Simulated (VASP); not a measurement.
Input of a VASP 6.6.1 run:

File INCAR:

```
SYSTEM = CuO
PREC     = Accurate       ! precision mode
ENCUT    = 1340           ! plane-wave cutoff, eV
EDIFF    = 1E-6           ! SCF threshold, eV
ISMEAR   = -1             ! smearing method
SIGMA    = 0.1            ! smearing width, eV
LREAL    = .False.        ! projectors in reciprocal space
LASPH    = .True.         ! aspherical terms in the spheres
NELM     = 200            ! most SCF steps
ALGO     = Normal         ! electronic algorithm
ISIF     = 2              ! what is computed and relaxed
LWAVE    = .False.        ! write WAVECAR
LCHARG   = .True.         ! write CHGCAR
LMAXMIX  = 4              ! l up to which the mixer works
LDAU     = .True.         ! DFT+U
LDAUTYPE = 2            
LDAUL    = 2 -1           ! shell
LDAUU    = 4 0            ! U, eV
LDAUJ    = 0 0          
LDAUPRINT= 1            
GGA      = PE             ! functional
LELF     = .True.         ! ELF
LVHAR    = .True.       
NBANDS   = 33             ! bands
GGA_COMPAT= .False.
```

Contents of KPOINTS:

```
regular mesh
0
Gamma
  7 7 4
  0 0 0
```

Contents of POSCAR:

```
CuO
1.0
    2.3245000000     -1.7191000000      0.0000000000
    2.3245000000      1.7191000000      0.0000000000
   -0.7792200000      0.0000000000      5.1281400000
Cu O
2 2
Direct
    0.0000000000      0.5000000000      0.0000000000
    0.5000000000      0.0000000000      0.5000000000
    0.5830000000      0.4170000000      0.2500000000
    0.4170000000      0.5830000000      0.7500000000
```

Potentials or basis: VASP PAW PBE potentials, release 64 (Cu_sv_GW, O_h).

The run is started by

```sh
$ cat potpaw_PBE.64/Cu_sv_GW/POTCAR potpaw_PBE.64/O_h/POTCAR > POTCAR
$ mpirun -np 1 vasp_std > vasp.out
```

Task: Estimate the largest force.

Result: 0.341 eV/Å.

Task: What does it give for the pressure?

Result: 2.9 GPa.

Stress tensor (GPa, compression positive):
```
 4.33  0.00 -1.79
 0.00  3.88  0.00
-1.79  0.00  0.44
```

Caveat: U without spin polarisation on a metal has little footing.
